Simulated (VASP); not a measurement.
A run of VASP 6.6.1 is set up as follows.

The input POSCAR:

```
K
1.0
   -2.6699463634      2.6699463634      2.6699463634
    2.6699463634     -2.6699463634      2.6699463634
    2.6699463634      2.6699463634     -2.6699463634
K
1
Direct
    0.0000000000      0.0000000000      0.0000000000
```

Contents of INCAR.step1:

```
SYSTEM = K
PREC     = Accurate       ! precision mode
ENCUT    = 520            ! plane-wave cutoff, eV
ISMEAR   = -1             ! smearing method
SIGMA    = 0.1            ! smearing width, eV
LREAL    = .False.        ! projectors in reciprocal space
LASPH    = .True.         ! aspherical terms in the spheres
NELM     = 60             ! most SCF steps
NBANDS   = 10             ! bands
GGA      = PE             ! functional
ALGO     = Normal         ! electronic algorithm
EDIFF    = 1E-4           ! SCF threshold, eV
LWAVE    = .True.         ! write WAVECAR
LCHARG   = .False.        ! write CHGCAR
```

The input INCAR.step2:

```
SYSTEM = K
PREC     = Accurate       ! precision mode
ENCUT    = 520            ! plane-wave cutoff, eV
EDIFF    = 1E-6           ! SCF threshold, eV
ISMEAR   = -1             ! smearing method
SIGMA    = 0.1            ! smearing width, eV
LREAL    = .False.        ! projectors in reciprocal space
LASPH    = .True.         ! aspherical terms in the spheres
NELM     = 60             ! most SCF steps
ALGO     = Normal         ! electronic algorithm
ISIF     = 2              ! what is computed and relaxed
LWAVE    = .False.        ! write WAVECAR
LCHARG   = .False.        ! write CHGCAR
METAGGA  = R2SCAN         ! meta-GGA
LMIXTAU  = .True.       
NBANDS   = 10             ! bands
ISTART   = 1
```

File KPOINTS:

```
regular mesh
0
Gamma
  9 9 9
  0 0 0
```

Potentials or basis: VASP PAW PBE potentials, release 64 (K_sv).

Run with:

```sh
$ cat potpaw_PBE.64/K_sv/POTCAR > POTCAR
$ cp INCAR.step1 INCAR
$ mpirun -np 1 vasp_std > vasp.out
$ cp INCAR.step2 INCAR
$ mpirun -np 1 vasp_std > vasp.out
```

**Question.** Predict the pressure.

**Answer.** 0.0 GPa.

**Question.** Predict the band gap on the k mesh.

**Answer.** Zero (an odd number of electrons rules out a gap without spin polarisation).

Caveat: the PAW data sets were made with another functional, which shifts forces and pressure a little.
